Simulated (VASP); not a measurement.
LiTmH4: single point with PBE

The system is LiTmH4.

```
Li Tm H
1.0
     4.25494    0.00000    0.00000
     0.00000    4.25494    0.00000
     0.00000    0.00000    3.52509
Li Tm H
1 1 4
Direct
  0.50000 0.50000 0.50000
  0.00000 0.00000 0.00000
  0.64607 0.64607 0.00000
  0.35393 0.35393 0.00000
  0.35393 0.64607 0.00000
  0.64607 0.35393 0.00000
```

```yaml
Program: VASP 6.6.1
Task: single point
Functional: PBE
Potentials_or_basis: VASP PAW PBE potentials, release 64 (Li_sv, Tm, H)
Cutoff: 750 eV
k_mesh: 3 × 3 × 3
Occupations: gaussian, width 0.15 eV
Spin: no spin polarisation
```

The pressure is 3.4 GPa and the largest force is 0.065 eV/Å. The band gap on the k mesh is zero (band 15 reaches 1.51 eV, above the bottom of band 16 at 1.38 eV).

Forces on the atoms (eV/Å):
```
Li   0.000  0.000  0.000
Tm   0.000  0.000  0.000
H    0.046  0.046  0.000
H   -0.046 -0.046  0.000
H   -0.046  0.046  0.000
H    0.046 -0.046  0.000
```

Stress tensor (GPa, compression positive):
```
5.06 0.00 0.00
0.00 5.06 0.00
0.00 0.00 0.11
```

Levels at points of the mesh, in eV from the Fermi level:
| k point | band 13 | band 14 | band 15 | band 16 | band 17 | band 18 |
| --- | --- | --- | --- | --- | --- | --- |
| (0.00, 0.00, 0.00) | -0.16 | -0.13 | 0.01 | 0.01 | 0.67 | 1.38 |

Run time: 32 s on 1 thread of Intel(R) Xeon(R) Platinum 8488C (Sapphire Rapids) (shared host), peak memory 0.23 GiB.

Caveat: the k points lie up to 0.59 Å⁻¹ apart; spin-orbit coupling is left out, which moves the levels of the heavy elements; without U or exact exchange the open f shell lies at the Fermi level, which spoils levels, moments and volumes. Spin polarisation is off, so any magnetic state and its effect on volume and gap are missing.
